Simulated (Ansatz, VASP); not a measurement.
NbSiO4: VASP beside Ansatz

```
Nb Si O
1.0
     0.00000    3.12204    3.12204
     3.12204    0.00000    3.12204
     3.12204    3.12204    0.00000
Nb Si O
1 1 4
Direct
  0.25000 0.25000 0.25000
  0.00000 0.00000 0.00000
  0.62455 0.62455 0.12634
  0.62455 0.12634 0.62455
  0.12634 0.62455 0.62455
  0.62455 0.62455 0.62455
```

Change from the starting cell: species swapped into the HoCdCu4 type (F-43m, No. 216).

Alike in both runs: task relaxation of cell and atoms; functional PBE; k mesh 10 × 10 × 10; occupations gaussian, width 0.1 eV; collinear spin.

|  | VASP | Ansatz |
| --- | --- | --- |
| version | VASP 6.6.1 | Ansatz 0.2.0 |
| potentials or method | VASP PAW PBE potentials, release 64 (Nb_sv, Si, O), cutoff 600 eV | scalar-relativistic, plane waves, PAW |
| valence electrons in the cell | 41 | 41 |

```tsv
	VASP	Ansatz	Ansatz less VASP
gap on the k mesh at the Fermi level, each at its own relaxed structure (eV)	none	none	-
net moment per atom (μB)	0.41	0.41	+0.001
size of the moment on the site where the two differ most (μB)	0.53	0.58	+0.051
relaxed volume (Å³/atom)	10.14	10.16	+0.015
relaxed length of the cell vector where the two differ most in proportion (Å)	4.415	4.417	+0.0022
```

Site moments also hang on the region over which each program counts them. A gap of «none» marks a metal or a gap that the smearing closes.

Noted on VASP's run: the relaxation stopped at its first step, so nothing moved.
